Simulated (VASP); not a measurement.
# Si2Ni (Fm-3m) in VASP: further runs

Si2Ni is run at these levels: PBE; tasks: electric field gradients, single point.

Program: VASP 6.6.1. These are calculated values, not measurements. Logs are shortened: lines on timing, memory, paths and dates and some standing lists are left out, and cuts for length are marked.

### Step 1. The cell of the first run

Symmetry: Fm-3m, No. 225, cubic system. The conventional cell has a = 5.395 Å, b = 5.395 Å, c = 5.395 Å, α = 90.00°, β = 90.00°, γ = 90.00°. Within 3.1 Å of Si (site symmetry -43m) lie 4 Ni at 2.34 Å and 6 Si at 2.70 Å. Ni (site symmetry m-3m) has 8 Si at 2.34 Å within 3.1 Å.

### Step 2. Electric field gradients, PBE, collinear spin, ferromagnetic start

Input file INCAR:

```
SYSTEM = Si2Ni
PREC = Accurate ; ENCUT = 520
EDIFF = 1E-8 ; ISMEAR = -1
SIGMA = 0.05 ; LREAL = .FALSE.
LASPH = .TRUE. ; NELM = 150
ALGO = Normal ; ISIF = 2
LWAVE = .FALSE. ; LCHARG = .FALSE.
ISPIN = 2 ; MAGMOM = 0 0 1.5
LORBIT = 11 ; LMAXMIX = 4
GGA = PE ; LEFG = .TRUE.
NBANDS = 20
```

Input file KPOINTS:

```
regular mesh
0
G
  11 11 11
  0 0 0
```

Input file POSCAR:

```
Si2Ni
1.0
    0.0000000000      2.6975000000      2.6975000000
    2.6975000000      0.0000000000      2.6975000000
    2.6975000000      2.6975000000      0.0000000000
Si Ni
2 1
Direct
    0.2500000000      0.2500000000      0.2500000000
    0.7500000000      0.7500000000      0.7500000000
    0.0000000000      0.0000000000      0.0000000000
```

Potentials or basis: VASP PAW PBE potentials, release 64 (Si, Ni).

On the command line:

```sh
> cat potpaw_PBE.64/Si/POTCAR potpaw_PBE.64/Ni/POTCAR > POTCAR
> mpirun -np 1 vasp_std > vasp.out
```

OUTCAR:

```text
SYSTEM = Si2Ni
   PREC = Accurate
   ENCUT = 520
   EDIFF = 1E-8
   ISMEAR = -1
   LREAL = .FALSE.
   LASPH = .TRUE.
   NELM = 150
   ISIF = 2
   ISPIN = 2
   LORBIT = 11
   GGA = PE

 ion  position               nearest neighbor table
   1  0.250  0.250  0.250-   3 2.34   3 2.34   3 2.34   3 2.34   2 2.70   2 2.70   2 2.70   2 2.70
                             2 2.70   2 2.70
   2  0.750  0.750  0.750-   3 2.34   3 2.34   3 2.34   3 2.34   1 2.70   1 2.70   1 2.70   1 2.70
                             1 2.70   1 2.70
   3  0.000  0.000  0.000-   2 2.34   2 2.34   2 2.34   1 2.34   2 2.34   1 2.34   1 2.34   1 2.34

  LATTYP: Found a face centered cubic cell.
 ALAT       =     5.3950000000

  Lattice vectors:

 A1 = (   0.0000000000,   2.6975000000,   2.6975000000)
 A2 = (   2.6975000000,   0.0000000000,   2.6975000000)
 A3 = (   2.6975000000,   2.6975000000,   0.0000000000)

Analysis of symmetry for initial positions (statically):
=====================================================================
 Subroutine PRICEL returns:
 Original cell was already a primitive cell.

 Routine SETGRP: Setting up the symmetry group for a
 face centered cubic supercell.

 Subroutine GETGRP returns: Found 48 space group operations
 (whereof 48 operations were pure point group operations)
 out of a pool of 48 trial point group operations.

The static configuration has the point symmetry O_h .

Analysis of symmetry for dynamics (positions and initial velocities):
=====================================================================
 Subroutine PRICEL returns:
 Original cell was already a primitive cell.

 Routine SETGRP: Setting up the symmetry group for a
 face centered cubic supercell.

 Subroutine GETGRP returns: Found 48 space group operations
 (whereof 48 operations were pure point group operations)
 out of a pool of 48 trial point group operations.

The dynamic configuration has the point symmetry O_h .

Analysis of structural, dynamic, and magnetic symmetry:
=====================================================================
 Subroutine PRICEL returns:
 Original cell was already a primitive cell.

 Routine SETGRP: Setting up the symmetry group for a
 face centered cubic supercell.

 Subroutine GETGRP returns: Found 48 space group operations
 (whereof 48 operations were pure point group operations)
 out of a pool of 48 trial point group operations.

The overall configuration has the point symmetry O_h .

 Subroutine INISYM returns: Found 48 space group operations
 (whereof 48 operations are pure point group operations),
 and found     1 'primitive' translations

----------------------------------------------------------------------------------------

                                     Primitive cell

  volume of cell :      39.2568

  direct lattice vectors                    reciprocal lattice vectors
     0.000000000  2.697500000  2.697500000    -0.185356812  0.185356812  0.185356812
     2.697500000  0.000000000  2.697500000     0.185356812 -0.185356812  0.185356812
     2.697500000  2.697500000  0.000000000     0.185356812  0.185356812 -0.185356812

  length of vectors
     3.814841085  3.814841085  3.814841085     0.321047416  0.321047416  0.321047416

  position of ions in fractional coordinates (direct lattice)
     0.250000000  0.250000000  0.250000000
     0.750000000  0.750000000  0.750000000
     0.000000000  0.000000000  0.000000000

  ion indices of the primitive-cell ions
   primitive index   ion index
                 1           1
                 2           2
                 3           3

----------------------------------------------------------------------------------------

 KPOINTS: regular mesh

Automatic generation of k-mesh.
 Grid dimensions read from file:
 generate k-points for:   11   11   11

 Generating k-lattice:

  Cartesian coordinates                     Fractional coordinates (reciprocal lattice)
    -0.016850619  0.016850619  0.016850619     0.090909091  0.000000000  0.000000000
     0.016850619 -0.016850619  0.016850619     0.000000000  0.090909091  0.000000000
     0.016850619  0.016850619 -0.016850619     0.000000000  0.000000000  0.090909091

  Length of vectors
     0.029186129  0.029186129  0.029186129

  Shift w.r.t. Gamma in fractional coordinates (k-lattice)
     0.000000000  0.000000000  0.000000000

 Subroutine IBZKPT returns following result:
 ===========================================

 Found     56 irreducible k-points:

 Following reciprocal coordinates:
            Coordinates               Weight
  0.000000  0.000000  0.000000      1.000000
  0.090909  0.000000  0.000000      8.000000
  0.181818  0.000000  0.000000      8.000000
  0.272727  0.000000  0.000000      8.000000
  0.363636  0.000000  0.000000      8.000000
  0.454545  0.000000  0.000000      8.000000
[... 16 lines left out ...]
 -0.272727  0.181818  0.000000     24.000000
 -0.181818  0.181818  0.000000     12.000000
 [... further k-points ...]
   k-points           NKPTS =     56   k-points in BZ     NKDIM =     56   number of bands    NBANDS=     20
   number of dos      NEDOS =    301   number of ions     NIONS =      3
   total plane-waves  NPLWV =  21952
   dimension x,y,z NGX =    28 NGY =   28 NGZ =   28
   dimension x,y,z NGXF=    56 NGYF=   56 NGZF=   56
   ions per type =               2   1
   NGX,Y,Z   is equivalent  to a cutoff of  12.20, 12.20, 12.20 a.u.
   NGXF,Y,Z  is equivalent  to a cutoff of  24.40, 24.40, 24.40 a.u.
 SYSTEM =  Si2Ni
   PREC   = accura    normal or accurate (medium, high low for compatibility)
   ISTART =      0    job   : 0-new  1-cont  2-samecut
   ICHARG =      2    charge: 1-file 2-atom 10-const
   ISPIN  =      2    spin polarized calculation?
   LNONCOLLINEAR =      F non collinear calculations
   LSORBIT =      F    spin-orbit coupling
   LASPH  =      T    aspherical Exc in radial PAW
   ENCUT  =  520.0 eV  38.22 Ry    6.18 a.u.   7.09  7.09  7.09*2*pi/ulx,y,z
   NELM   =    150;   NELMIN=  2; NELMDL= -5     # of ELM steps
   EDIFF  = 0.1E-07   stopping-criterion for ELM
   LREAL  =      F    real-space projection
   EDIFFG = 0.1E-06   stopping-criterion for IOM
   NSW    =      0    number of steps for IOM
   IBRION =     -1    ionic relax: 0-MD 1-quasi-New 2-CG
   NFREE  =      0    steps in history (QN), initial steepest desc. (CG)
   ISIF   =      2    stress and relaxation
   ISYM   =      2    0-nonsym 1-usesym 2-fastsym
   POTIM  = 0.5000    time-step for ionic-motion
   TEBEG  =    0.0;   TEEND  =   0.0 temperature during run
   PSTRESS=    0.0 pullay stress
   NELECT =      18.0000    total number of electrons
   NUPDOWN=      -1.0000    fix difference up-down
   EMIN   =  10.00;   EMAX   =-10.00  energy-range for DOS
   EFERMI =   0.00;   METHOD = LEGACY
   ISMEAR =    -1;   SIGMA  =   0.05  broadening in eV -4-tet -1-fermi 0-gaus
   EFERMI_NEDOS =   21; number of points for ismear=-14 and -15
   IALGO  =     38    algorithm
   IMIX   =      4    mixing-type and parameters
     AMIX     =   0.40;   BMIX     =  1.00
     AMIX_MAG =   1.60;   BMIX_MAG =  1.00
  volume/ion in A,a.u.               =      13.09        88.31
  Fermi-wavevector in a.u.,A,eV,Ry     =   1.262392  2.385575 21.682699  1.593633
  Thomas-Fermi vector in A             =   2.395802
   LORBIT       =     11    0 simple, 1 ext, 2 COOP (PROOUT), +10 PAW based schemes
   GGA     = PE    functional components
   LHFCALC =     F    Hartree Fock is set to
   AEXX    =    0.0000 exact exchange contribution
   IVDW    =     0    specifies the selected vdW correction
   LEPSILON=     F    determine dielectric tensor
   LRPA    =     F    only Hartree local field effects (RPA)
 spin polarized calculation
  energy-cutoff  :      520.00
  volume of cell :       39.26
 maximum number of plane-waves:      1067
   NGX = 15   NGY = 15   NGZ = 15

 number of electron      17.9999996 magnetization       0.0000012

 number of electron      17.9999996 magnetization      -0.0000017

 Free energy of the ion-electron system (eV)
  ---------------------------------------------------
  ext. energy  EPLUGINS =         0.00000000
  ---------------------------------------------------
  free energy    TOTEN  =       -17.35781057 eV

  energy without entropy =      -17.35029281  energy(sigma->0) =      -17.35405169

 E-fermi :  10.5425     XC(G=0): -11.6147

 val. band max:       10.5420076692   @ k =   0.2727   0.1818   0.0000
 cond. band min:      10.5573918059   @ k =   0.4545   0.3636   0.0909
 fundamental gap:      0.0153841367
 Fermi energy:        10.5424724745

 spin component 1

 k-point     1 :       0.0000    0.0000    0.0000
  band No.  band energies     occupation
      1      -3.3668      1.00000
      2       5.2996      1.00000
      3       5.2996      1.00000
      4       5.2996      1.00000
      5       6.9966      1.00000
      6       6.9966      1.00000
[... 12 lines left out ...]
     19      19.7371      0.00000
     20      23.5323      0.00000
[... 507 lines left out ...]
 k-point    24 :      -0.1818    0.1818    0.0000
  band No.  band energies     occupation
      1      -2.0742      1.00000
      2       3.4751      1.00000
      3       5.0752      1.00000
      4       5.8188      1.00000
      5       6.6051      1.00000
      6       7.1078      1.00000
[... 12 lines left out ...]
     19      23.6249      0.00000
     20      25.2258      0.00000

 [... further k-points ...]

 spin component 2

 k-point     1 :       0.0000    0.0000    0.0000
  band No.  band energies     occupation
      1      -3.3668      1.00000
      2       5.2996      1.00000
      3       5.2996      1.00000
      4       5.2996      1.00000
      5       6.9966      1.00000
      6       6.9966      1.00000
[... 12 lines left out ...]
     19      19.7371      0.00000
     20      23.5323      0.00000
[... 507 lines left out ...]
 k-point    24 :      -0.1818    0.1818    0.0000
  band No.  band energies     occupation
      1      -2.0742      1.00000
      2       3.4751      1.00000
      3       5.0752      1.00000
      4       5.8187      1.00000
      5       6.6051      1.00000
      6       7.1078      1.00000
[... 12 lines left out ...]
     19      23.6249      0.00000
     20      25.2258      0.00000

 [... further k-points ...]
[... 5 lines left out ...]
  --------------------------------------------------------------------------------------
  -------------------------------------------------------------------------------------
  Total        1.0336784      1.0336784      1.0336784      0.0000000     -0.0000000     -0.0000000
  in kB       42.1872921     42.1872921     42.1872921      0.0000000     -0.0000000     -0.0000000
  external PRESSURE =      42.1872921 kB  Pullay stress =       0.0000000 kB

 VOLUME and BASIS-vectors are now :
 -----------------------------------------------------------------------------
  energy-cutoff  :      520.00
  volume of cell :       39.26
      direct lattice vectors                 reciprocal lattice vectors
     0.000000000  2.697500000  2.697500000    -0.185356812  0.185356812  0.185356812
     2.697500000  0.000000000  2.697500000     0.185356812 -0.185356812  0.185356812
     2.697500000  2.697500000  0.000000000     0.185356812  0.185356812 -0.185356812

 POSITION                                       TOTAL-FORCE (eV/Angst)
 -----------------------------------------------------------------------------------
      1.34875      1.34875      1.34875         0.000000      0.000000     -0.000000
      4.04625      4.04625      4.04625        -0.000000     -0.000000      0.000000
      0.00000      0.00000      0.00000        -0.000000     -0.000000     -0.000000
 -----------------------------------------------------------------------------------
    total drift:                               -0.000000     -0.000000      0.000000

  FREE ENERGIE OF THE ION-ELECTRON SYSTEM (eV)
  ---------------------------------------------------
  free  energy   TOTEN  =       -17.3578105672 eV

  energy  without entropy=      -17.3502928106  energy(sigma->0) =      -17.35405169

 Electric field gradients (V/A^2)
---------------------------------------------------------------------
 ion       V_xx      V_yy      V_zz      V_xy      V_xz      V_yz
---------------------------------------------------------------------
   1       0.000     0.000     0.000    -0.000    -0.000    -0.000
   2       0.000     0.000     0.000    -0.000    -0.000    -0.000
   3      -0.000    -0.000     0.000     0.002     0.002     0.002
---------------------------------------------------------------------

 Electric field gradients after diagonalization (V/A^2)
 (convention: |V_zz| > |V_xx| > |V_yy|)
----------------------------------------------------------------------
 ion       V_xx      V_yy      V_zz     asymmetry (V_yy - V_xx)/ V_zz
----------------------------------------------------------------------
   1       0.000     0.000    -0.000       0.000
   2       0.000     0.000    -0.000       0.000
   3      -0.002    -0.002     0.004       0.000
----------------------------------------------------------------------

           NMR quadrupolar parameters

 Cq : quadrupolar parameter    Cq=e*Q*V_zz/h
 eta: asymmetry parameters     (V_yy - V_xx)/ V_zz
 Q  : nuclear electric quadrupole moment in mb (millibarn)
----------------------------------------------------------------------
 ion       Cq(MHz)       eta       Q (mb)
----------------------------------------------------------------------
   1      -0.000       0.000       1.000
   2      -0.000       0.000       1.000
   3       0.000       0.000       1.000
----------------------------------------------------------------------

 total charge

# of ion       s       p       d       tot
------------------------------------------
    1        0.740   0.849   0.000   1.589
    2        0.740   0.849   0.000   1.589
    3        0.562   0.810   8.452   9.824
--------------------------------------------------
tot          2.041   2.508   8.452  13.002

 magnetization (x)

# of ion       s       p       d       tot
------------------------------------------
    1       -0.000  -0.000   0.000  -0.000
    2       -0.000  -0.000   0.000  -0.000
    3        0.000   0.000  -0.000  -0.000
--------------------------------------------------
tot         -0.000   0.000  -0.000  -0.000
```

Wall time 53 s (1 thread of Intel Xeon 6975P-C (Granite Rapids), shared host); peak memory 0.21 GiB.

Results:

- Free energy: -17.3578 eV
- Pressure: 4.2 GPa
- Band gap on the k mesh: zero (filled and empty bands overlap)
- Net moment: 0.00 μB per cell
- Largest electric field gradient by atom: zero within the noise of the run
- Valence electrons inside the program's atomic spheres: Si 1.59; Ni 9.82

Caveat: the cell stands under pressure.

[end of part 1 of 2]
